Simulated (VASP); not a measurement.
The system is AlSn4.

```
Al Sn
1.0
     5.39427    0.00000    0.00000
     0.00000    5.39427    0.00000
     0.00000    0.00000    5.39427
Al Sn
1 4
Direct
  0.00000 0.00000 0.00000
  0.24378 0.75622 0.75622
  0.75622 0.24378 0.75622
  0.75622 0.75622 0.24378
  0.24378 0.24378 0.24378
```

* Program: VASP 6.6.1
* Task: relaxation of cell and atoms
* Functional: PBE
* Potentials or basis: VASP PAW PBE potentials, release 64 (Al, Sn_d)
* Cutoff: 600 eV
* k mesh: 4 × 4 × 4
* Occupations: gaussian, width 0.1 eV
* Spin: no spin polarisation

At the start: pressure 9.8 GPa; volume 31.39 Å³/atom.

Task: Where does the relaxation end?

Result: Over 12 steps the energy falls by 837.0 meV/atom and the volume is 30.16 Å³/atom (-3.9 %); space group P-43m (No. 215, to 0.05 Å).

Step by step:
```tsv
step	energy change (eV)	largest force (eV/Å)	pressure (GPa)	volume (Å³)
1	0.0000	4.6658	9.82	156.96
2	-2.2723	0.7712	-4.50	204.86
3	-2.3543	1.1435	-3.16	194.25
4	-3.0038	1.2770	-2.94	179.39
5	-4.0564	0.1010	3.77	139.38
6	-4.0581	0.8230	0.52	149.20
7	-4.1015	0.5451	1.86	144.44
8	-4.1013	0.4798	2.16	143.54
9	-4.1358	0.5661	0.96	148.74
10	-4.1659	0.1371	1.30	146.60
11	-4.1792	0.0906	-0.61	153.22
12	-4.1848	0.0171	0.02	150.81
```

Final structure:
```
Al Sn
1.0
     5.32280    0.00000    0.00000
     0.00000    5.32280    0.00000
     0.00000    0.00000    5.32280
Al Sn
1 4
Direct
  0.00000 0.00000 0.00000
  0.29525 0.70475 0.70475
  0.70475 0.29525 0.70475
  0.70475 0.70475 0.29525
  0.29525 0.29525 0.29525
```
